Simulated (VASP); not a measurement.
# Au in VASP: further runs

The runs below take Au through single point, with PBEsol.

All numbers are computed with VASP 6.6.1; they aren't measurements. Logs are shortened: lines on timing, memory, paths and dates and some standing lists are left out, and cuts for length are marked.

## 1. The cell of the first run

It takes space group P-3m1 (No. 164, trigonal). Conventional cell: a = 2.900 Å, b = 2.900 Å, c = 4.880 Å, α = 90.00°, β = 90.00°, γ = 120.00°. Au (site symmetry 3m) has 12 Au at 2.88 to 3.04 Å within 3.8 Å.

## 2. Single point, PBEsol (atom 1 (Au) moved by (+0.000, -0.100) A along y and z)

INCAR reads:

```
SYSTEM = Au
PREC = Accurate
ENCUT = 520
EDIFF = 1E-7
ISMEAR = 0
SIGMA = 0.15
LREAL = .False.
LASPH = .True.
NELM = 100
ALGO = Fast
ISIF = 2
LWAVE = .False.
LCHARG = .False.
GGA = PS
NBANDS = 18
```

KPOINTS reads:

```
regular mesh
0
Gamma
  18 18 10
  0 0 0
```

POSCAR reads:

```
Au
1.0
    2.8999984104      0.0000000000      0.0000000000
   -1.4499992052      2.5114722944      0.0000000000
    0.0000000000      0.0000000000      4.8800000000
Au
2
Direct
    0.3333333333      0.6666666667      0.7295081967
    0.6666666667      0.3333333333      0.2500000000
```

Potentials or basis: VASP PAW PBE potentials, release 64 (Au).

Launch:

```console
> cat potpaw_PBE.64/Au/POTCAR > POTCAR
> mpirun -np 1 vasp_std > vasp.out
```

OUTCAR:

```text
SYSTEM = Au
   PREC = Accurate
   ENCUT = 520
   EDIFF = 1E-7
   ISMEAR = 0
   LREAL = .False.
   LASPH = .True.
   NELM = 100
   ISIF = 2
   GGA = PS

 ion  position               nearest neighbor table
   1  0.333  0.667  0.730-   2 2.88   2 2.88   2 2.88   2 3.04   2 3.04   2 3.04
   2  0.667  0.333  0.250-   1 2.88   1 2.88   1 2.88   1 3.04   1 3.04   1 3.04

  LATTYP: Found a hexagonal cell.
 ALAT       =     2.8999984104
 C/A-ratio  =     1.6827595431

  Lattice vectors:

 A1 = (   2.8999984104,   0.0000000000,   0.0000000000)
 A2 = (  -1.4499992052,   2.5114722944,   0.0000000000)
 A3 = (   0.0000000000,   0.0000000000,   4.8800000000)

Analysis of symmetry for initial positions (statically):
=====================================================================
 Subroutine PRICEL returns:
 Original cell was already a primitive cell.

 Routine SETGRP: Setting up the symmetry group for a
 hexagonal supercell.

 Subroutine GETGRP returns: Found 12 space group operations
 (whereof  6 operations were pure point group operations)
 out of a pool of 24 trial point group operations.

The static configuration has the point symmetry C_3v.
 The point group associated with its full space group is D_3d.

Analysis of symmetry for dynamics (positions and initial velocities):
=====================================================================
 Subroutine PRICEL returns:
 Original cell was already a primitive cell.

 Routine SETGRP: Setting up the symmetry group for a
 hexagonal supercell.

 Subroutine GETGRP returns: Found 12 space group operations
 (whereof  6 operations were pure point group operations)
 out of a pool of 24 trial point group operations.

The dynamic configuration has the point symmetry C_3v.
 The point group associated with its full space group is D_3d.

 Subroutine INISYM returns: Found 12 space group operations
 (whereof  6 operations are pure point group operations),
 and found     1 'primitive' translations

----------------------------------------------------------------------------------------

                                     Primitive cell

  volume of cell :      35.5423

  direct lattice vectors                    reciprocal lattice vectors
     2.899998410  0.000000000  0.000000000     0.344827775  0.199086409  0.000000000
    -1.449999205  2.511472294  0.000000000     0.000000000  0.398172818  0.000000000
     0.000000000  0.000000000  4.880000000     0.000000000  0.000000000  0.204918033

  length of vectors
     2.899998410  2.899998410  4.880000000     0.398172818  0.398172818  0.204918033

  position of ions in fractional coordinates (direct lattice)
     0.333333333  0.666666667  0.729508197
     0.666666667  0.333333333  0.250000000

  ion indices of the primitive-cell ions
   primitive index   ion index
                 1           1
                 2           2

----------------------------------------------------------------------------------------

 KPOINTS: regular mesh

Automatic generation of k-mesh.
 Grid dimensions read from file:
 generate k-points for:   18   18   10

 Generating k-lattice:

  Cartesian coordinates                     Fractional coordinates (reciprocal lattice)
     0.019157099  0.011060356  0.000000000     0.055555556  0.000000000  0.000000000
     0.000000000  0.022120712  0.000000000     0.000000000  0.055555556  0.000000000
     0.000000000  0.000000000  0.020491803     0.000000000  0.000000000  0.100000000

  Length of vectors
     0.022120712  0.022120712  0.020491803

  Shift w.r.t. Gamma in fractional coordinates (k-lattice)
     0.000000000  0.000000000  0.000000000

 Subroutine IBZKPT returns following result:
 ===========================================

 Found    330 irreducible k-points:

 Following reciprocal coordinates:
            Coordinates               Weight
  0.000000  0.000000  0.000000      1.000000
  0.055556  0.000000  0.000000      6.000000
  0.111111  0.000000  0.000000      6.000000
  0.166667  0.000000  0.000000      6.000000
  0.222222 -0.000000  0.000000      6.000000
  0.277778 -0.000000  0.000000      6.000000
[... 16 lines left out ...]
  0.333333  0.111111  0.000000     12.000000
  0.388889  0.111111  0.000000     12.000000
 [... further k-points ...]
   k-points           NKPTS =    330   k-points in BZ     NKDIM =    330   number of bands    NBANDS=     18
   number of dos      NEDOS =    301   number of ions     NIONS =      2
   total plane-waves  NPLWV =  20736
   dimension x,y,z NGX =    24 NGY =   24 NGZ =   36
   dimension x,y,z NGXF=    48 NGYF=   48 NGZF=   72
   ions per type =               2
   NGX,Y,Z   is equivalent  to a cutoff of  13.76, 13.76, 12.26 a.u.
   NGXF,Y,Z  is equivalent  to a cutoff of  27.52, 27.52, 24.53 a.u.
 SYSTEM =  Au
   PREC   = accura    normal or accurate (medium, high low for compatibility)
   ISTART =      0    job   : 0-new  1-cont  2-samecut
   ICHARG =      2    charge: 1-file 2-atom 10-const
   ISPIN  =      1    spin polarized calculation?
   LNONCOLLINEAR =      F non collinear calculations
   LSORBIT =      F    spin-orbit coupling
   LASPH  =      T    aspherical Exc in radial PAW
   ENCUT  =  520.0 eV  38.22 Ry    6.18 a.u.   5.39  5.39  9.07*2*pi/ulx,y,z
   NELM   =    100;   NELMIN=  2; NELMDL= -5     # of ELM steps
   EDIFF  = 0.1E-06   stopping-criterion for ELM
   LREAL  =      F    real-space projection
   EDIFFG = 0.1E-05   stopping-criterion for IOM
   NSW    =      0    number of steps for IOM
   IBRION =     -1    ionic relax: 0-MD 1-quasi-New 2-CG
   NFREE  =      0    steps in history (QN), initial steepest desc. (CG)
   ISIF   =      2    stress and relaxation
   ISYM   =      2    0-nonsym 1-usesym 2-fastsym
   POTIM  = 0.5000    time-step for ionic-motion
   TEBEG  =    0.0;   TEEND  =   0.0 temperature during run
   PSTRESS=    0.0 pullay stress
   NELECT =      22.0000    total number of electrons
   NUPDOWN=      -1.0000    fix difference up-down
   EMIN   =  10.00;   EMAX   =-10.00  energy-range for DOS
   EFERMI =   0.00;   METHOD = LEGACY
   ISMEAR =     0;   SIGMA  =   0.15  broadening in eV -4-tet -1-fermi 0-gaus
   EFERMI_NEDOS =   21; number of points for ismear=-14 and -15
   IALGO  =     68    algorithm
   IMIX   =      4    mixing-type and parameters
     AMIX     =   0.40;   BMIX     =  1.00
     AMIX_MAG =   1.60;   BMIX_MAG =  1.00
  volume/ion in A,a.u.               =      17.77       119.93
  Fermi-wavevector in a.u.,A,eV,Ry     =   1.395191  2.636529 26.484537  1.946559
  Thomas-Fermi vector in A             =   2.518667
   LORBIT       =      0    0 simple, 1 ext, 2 COOP (PROOUT), +10 PAW based schemes
   GGA     = PS    functional components
   LHFCALC =     F    Hartree Fock is set to
   AEXX    =    0.0000 exact exchange contribution
   IVDW    =     0    specifies the selected vdW correction
   LEPSILON=     F    determine dielectric tensor
   LRPA    =     F    only Hartree local field effects (RPA)
 non-spin polarized calculation
 RMM-DIIS sequential band-by-band and
 Gauss-broadening in eV      SIGMA  =   0.15
  energy-cutoff  :      520.00
  volume of cell :       35.54
 maximum number of plane-waves:       984
 NGX is ok and might be reduce to    24
   NGX = 11   NGY = 11   NGZ = 19

 number of electron      22.0000002 magnetization

 Free energy of the ion-electron system (eV)
  ---------------------------------------------------
  ext. energy  EPLUGINS =         0.00000000
  ---------------------------------------------------
  free energy    TOTEN  =        -7.77120645 eV

  energy without entropy =       -7.76100014  energy(sigma->0) =       -7.76610329

 E-fermi :   8.5562     XC(G=0): -12.6319

 val. band max:        8.5548124453   @ k =  -0.0556   0.5000   0.3000
 cond. band min:       8.5569068187   @ k =   0.2778   0.0556   0.3000
 fundamental gap:      0.0020943734
 Fermi energy:         8.5562457426

 k-point     1 :       0.0000    0.0000    0.0000
  band No.  band energies     occupation
      1      -0.9059      2.00000
      2       1.5231      2.00000
      3       3.9720      2.00000
      4       4.2131      2.00000
      5       4.2131      2.00000
      6       4.4846      2.00000
[... 10 lines left out ...]
     17      26.6833      0.00000
     18      26.6833      0.00000

 k-point     2 :       0.0556    0.0000    0.0000
  band No.  band energies     occupation
      1      -0.8110      2.00000
      2       1.6019      2.00000
      3       3.9340      2.00000
      4       4.2433      2.00000
      5       4.2750      2.00000
      6       4.4499      2.00000
[... 10 lines left out ...]
     17      26.1358      0.00000
     18      26.2761      0.00000

 k-point     3 :       0.1111    0.0000    0.0000
  band No.  band energies     occupation
      1      -0.5321      2.00000
      2       1.8240      2.00000
      3       3.8241      2.00000
      4       4.2879      2.00000
      5       4.4151      2.00000
      6       4.4566      2.00000
[... 10 lines left out ...]
     17      25.0207      0.00000
     18      26.4021      0.00000

 k-point     4 :       0.1667    0.0000    0.0000
  band No.  band energies     occupation
      1      -0.0895      2.00000
      2       2.1331      2.00000
      3       3.6934      2.00000
      4       4.1504      2.00000
      5       4.4587      2.00000
      6       4.6035      2.00000
[... 375 lines left out ...]
      4       3.8269      2.00000
      5       4.2070      2.00000
      6       4.3161      2.00000
[... 10 lines left out ...]
     17      22.3386      0.00000
     18      24.0379      0.00000

 k-point    23 :       0.3333    0.1111    0.0000
  band No.  band energies     occupation
      1       2.1431      2.00000
      2       2.4328      2.00000
      3       2.7993      2.00000
      4       4.1019      2.00000
      5       4.2521      2.00000
      6       4.5200      2.00000
[... 10 lines left out ...]
     17      21.3460      0.00000
     18      23.4550      0.00000

 k-point    24 :       0.3889    0.1111    0.0000
  band No.  band energies     occupation
      1       2.2595      2.00000
      2       2.3347      2.00000
      3       2.6536      2.00000
      4       4.1369      2.00000
      5       4.4142      2.00000
      6       4.5795      2.00000
[... 10 lines left out ...]
     17      20.4985      0.00000
     18      23.1124      0.00000

 [... further k-points ...]

------------------------ aborting loop because EDIFF is reached ----------------------------------------

  FORCE on cell =-STRESS in cart. coord.  units (eV):
  Direction    XX          YY          ZZ          XY          YZ          ZX
  --------------------------------------------------------------------------------------
  -------------------------------------------------------------------------------------
  Total       -1.3355857     -1.3355857     -1.1921046      0.0000000      0.0000000      0.0000000
  in kB      -60.2055299    -60.2055299    -53.7376880      0.0000000      0.0000000      0.0000000
  external PRESSURE =     -58.0495826 kB  Pullay stress =       0.0000000 kB

 VOLUME and BASIS-vectors are now :
 -----------------------------------------------------------------------------
  energy-cutoff  :      520.00
  volume of cell :       35.54
      direct lattice vectors                 reciprocal lattice vectors
     2.899998410  0.000000000  0.000000000     0.344827775  0.199086409  0.000000000
    -1.449999205  2.511472294  0.000000000     0.000000000  0.398172818  0.000000000
     0.000000000  0.000000000  4.880000000     0.000000000  0.000000000  0.204918033

 POSITION                                       TOTAL-FORCE (eV/Angst)
 -----------------------------------------------------------------------------------
     -0.00000      1.67431      3.56000        -0.000000      0.000000      0.589281
      1.45000      0.83716      1.22000         0.000000      0.000000     -0.589281
 -----------------------------------------------------------------------------------
    total drift:                               -0.000000     -0.000000     -0.000001

  FREE ENERGIE OF THE ION-ELECTRON SYSTEM (eV)
  ---------------------------------------------------
  free  energy   TOTEN  =        -7.7712064478 eV

  energy  without entropy=       -7.7610001396  energy(sigma->0) =       -7.76610329
```

Run time: 70 s. Hardware: 1 thread of Intel Xeon 6975P-C (Granite Rapids), shared host; peak memory 0.28 GiB.

What came out:

| Property | Result |
| --- | --- |
| Free energy | -7.7712 eV |
| Pressure | -5.8 GPa |
| Largest force | 0.589 eV/Å |
| Band gap on the k mesh | zero (band 11 reaches 12.64 eV, above the bottom of band 12 at 6.16 eV) |

Forces in eV/Å, atoms in the order of the input:
```
Au   0.000  0.000  0.589
Au   0.000  0.000 -0.589
```

Caveat: the cell differs from its parent crystal (atom 1 (Au) moved by (+0.000, -0.100) A along y and z); the PAW data sets were made with another functional, which shifts forces and pressure a little; spin-orbit coupling is left out, which moves the levels of the heavy elements.

## 3. Single point, PBEsol (atom 1 (Au) moved by (-0.100, +0.000) A along y and z)

INCAR reads:

```
SYSTEM = Au
PREC = Accurate ; ENCUT = 520
EDIFF = 1E-7 ; ISMEAR = 0
SIGMA = 0.15 ; LREAL = .FALSE.
LASPH = .TRUE. ; NELM = 80
ALGO = Fast ; ISIF = 2
LWAVE = .FALSE. ; LCHARG = .FALSE.
GGA = PS ; NBANDS = 18
```

KPOINTS reads:

```
Automatic mesh
0
G
  18 18 10
  0 0 0
```

Edit POSCAR of step 2 so:

```diff
@@ -8,3 +8,3 @@
 Direct
-    0.3333333333      0.6666666667      0.7295081967
+    0.3134246924      0.6268493849      0.7500000000
     0.6666666667      0.3333333333      0.2500000000
```

Potentials or basis: VASP PAW PBE potentials, release 64 (Au).

Launch:

```console
> cat potpaw_PBE.64/Au/POTCAR > POTCAR
> mpirun -np 1 vasp_std > vasp.out
```

Run time: 1.8 min. Hardware: 1 thread of Intel Xeon 6975P-C (Granite Rapids), shared host; peak memory 0.38 GiB.

It converged, with:

```
Free energy            : -7.7990 eV
Pressure               : -6.6 GPa
Largest force          : 0.023 eV/Å
Band gap on the k mesh : zero (band 11 reaches 12.60 eV, above the bottom of band 12 at 6.07 eV)
```

Forces on the atoms (eV/Å):
```
Au   0.000  0.023  0.000
Au   0.000 -0.023  0.000
```

Stress tensor (GPa, compression positive):
```
-6.51  0.00  0.00
 0.00 -6.80  0.00
 0.00  0.00 -6.41
```

Levels at points of the mesh, in eV from the Fermi level:
```
           k point  band 9  band 10  band 11  band 12  band 13  band 14
(0.00, 0.00, 0.00)   -3.20    -2.24    -1.95    -0.98     2.49    14.61
(0.50, 0.00, 0.00)   -1.80    -1.60     0.48     1.45     5.73     6.94
(0.00, 0.50, 0.00)   -1.75    -1.66     0.21     1.65     5.42     6.64
(0.00, 0.00, 0.50)   -2.57    -2.57    -2.48    -2.48    10.31    10.31
(0.50, 0.00, 0.50)   -1.69    -1.69     0.45     0.45     3.84     3.84
(0.00, 0.50, 0.50)   -1.68    -1.68     0.74     0.74     3.64     3.64
```

Caveat: the cell differs from its parent crystal (atom 1 (Au) moved by (-0.100, +0.000) A along y and z); the PAW data sets were made with another functional, which shifts forces and pressure a little; spin-orbit coupling is left out, which moves the levels of the heavy elements.

(Part 1 of 2 ends here.)
